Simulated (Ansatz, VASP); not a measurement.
One calculation of BN, two programs

Contents of INCAR:

```
SYSTEM = BN
PREC = Accurate
ENCUT = 520
EDIFF = 1E-6
ISMEAR = 0
SIGMA = 0.05
LREAL = .FALSE.
LASPH = .TRUE.
NELM = 80
ALGO = Normal
ISIF = 2
LWAVE = .FALSE.
LCHARG = .FALSE.
GGA = PS
NBANDS = 16
```

File KPOINTS:

```
regular mesh
0
G
  12 12 4
  0 0 0
```

POSCAR

```
BN
1.0
    2.5043488457      0.0000000000      0.0000000000
   -1.2521744229      2.1688297203      0.0000000000
    0.0000000000      0.0000000000      6.8085228040
B N
2 2
Direct
    0.3333333333      0.6666666667      0.2500000000
    0.6666666667      0.3333333333      0.7500000000
    0.3333333333      0.6666666667      0.7500000000
    0.6666666667      0.3333333333      0.2500000000
```

Input for Ansatz:

```yaml
crystal:
  lattice:
    - [2.5043488457, 0.0, 0.0]
    - [-1.2521744229, 2.1688297203, 0.0]
    - [0.0, 0.0, 6.808522804]
  atoms:
    - { symbol: B, position: [0.3333333333, 0.6666666667, 0.25] }
    - { symbol: B, position: [0.6666666667, 0.3333333333, 0.75] }
    - { symbol: "N", position: [0.3333333333, 0.6666666667, 0.75] }
    - { symbol: "N", position: [0.6666666667, 0.3333333333, 0.25] }
basis:
  ecutwfc: 420
kpoints:
  mp_grid: { grid: [12, 12, 4] }
hamiltonian:
  xc: pbesol
scf:
  occupations: { method: gaussian, width: 0.05 }
output:
  forces: true
  stress: true
  eigenvalues: true
```

Change from the starting cell: strain -0.0300 x Voigt [0, 0, 1, 0, 0, 0], atoms carried along.

Alike in both runs: task single point; functional PBEsol; k mesh 12 × 12 × 4; occupations gaussian, width 0.05 eV; no spin polarisation.

|  | VASP | Ansatz |
| --- | --- | --- |
| version | VASP 6.6.1 | Ansatz 0.2.0 |
| potentials or method | VASP PAW PBE potentials, release 64 (B, N), cutoff 520 eV | scalar-relativistic, plane waves, PAW |
| valence electrons in the cell | 16 | 16 |

VASP gave:

| Quantity | Value |
| --- | --- |
| gap on the k mesh at the Fermi level (eV) | 4.21 |
| least direct gap on the mesh (eV) | 4.59 |
| pressure (GPa) | 0.5 |
| traceless stress, the component that is largest in VASP (GPa) | -0.18 |

Which values does Ansatz return?

gap on the k mesh at the Fermi level (eV): 4.22; least direct gap on the mesh (eV): 4.59; pressure (GPa): 0.2; traceless stress, the component that is largest in VASP (GPa): 0.26.

VASP's potentials were made for PBE, not for PBEsol.
